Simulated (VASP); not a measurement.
Set up this calculation in VASP 6.6.1, as the native input.

| Quantity | Value |
| --- | --- |
| Task | relaxation of cell and atoms |
| Functional | r2SCAN |
| Potentials or basis | VASP PAW PBE potentials, release 64 (B) |
| Cutoff | 600 eV |
| k mesh | 10 × 10 × 10 |
| Occupations | gaussian, width 0.1 eV |
| Spin | no spin polarisation |
| Dipole correction | no |
| Further INCAR settings | ALGO = Normal; EDIFF = 1e-06; IBRION = 2; EDIFFG = -0.04; NSW = 90; ISIF = 3 |

Crystal: B.

```xyz
2
Lattice="-1.8729 1.8729 1.0217 1.8729 -1.8729 1.0217 1.8729 1.8729 -1.0217" Properties=species:S:1:pos:R:3 pbc="T T T"
B     0.0000    0.0000    0.0000
B     0.0000    1.8729    0.5108
```

These files were run (other wordings do the same):

POSCAR

```
B
1.0
   -1.8728847213      1.8728847213      1.0216931879
    1.8728847213     -1.8728847213      1.0216931879
    1.8728847213      1.8728847213     -1.0216931879
B
2
Direct
    0.0000000000      0.0000000000      0.0000000000
    0.7500000000      0.2500000000      0.5000000000
```

INCAR.step1

```
  PREC = Accurate
  ENCUT = 600
  ISMEAR = 0
  SIGMA = 0.1
  LREAL = False
  LASPH = True
  NELM = 60
  GGA = PE
  ALGO = Normal
  EDIFF = 1E-4
  LWAVE = True
  LCHARG = False
```

INCAR.step2

```
  PREC = Accurate
  ENCUT = 600
  EDIFF = 1E-6
  ISMEAR = 0
  SIGMA = 0.1
  LREAL = False
  LASPH = True
  NELM = 60
  ALGO = Normal
  ISIF = 3
  LWAVE = False
  LCHARG = False
  METAGGA = R2SCAN
  LMIXTAU = True
  IBRION = 2
  NSW = 90
  EDIFFG = -0.04
  ISTART = 1
```

KPOINTS

```
regular mesh
0
Gamma
  10 10 10
```

Potentials or basis: VASP PAW PBE potentials, release 64 (B).

Command:

```bash
$ cat potpaw_PBE.64/B/POTCAR > POTCAR
$ cp INCAR.step1 INCAR
$ mpirun -np 1 vasp_std > vasp.out
$ cp INCAR.step2 INCAR
$ mpirun -np 1 vasp_std > vasp.out
```

It gave:

The relaxed volume is 8.24 Å³/atom, the relaxed cell is a = 3.319 Å, b = 3.319 Å, c = 3.319 Å, α = 93.28°, β = 93.28°, γ = 152.33° and the space group after relaxing (to 0.1 Å) is I4_1/amd (No. 141). The energy gained by relaxing is 545.7 meV/atom. The ionic steps are 14, the pressure after relaxing is -0.2 GPa and the band gap on the k mesh is zero (bands 3 and 4 overlap by 12.77 eV).

Caveat: a cell axis changed by over 15 % at a fixed basis, so the end point is rough; the PAW data sets were made with another functional, which shifts forces and pressure a little.

Run time: 2.5 min on 1 thread of Intel(R) Xeon(R) 6975P-C (Granite Rapids), on a shared host, peak memory 0.13 GiB.
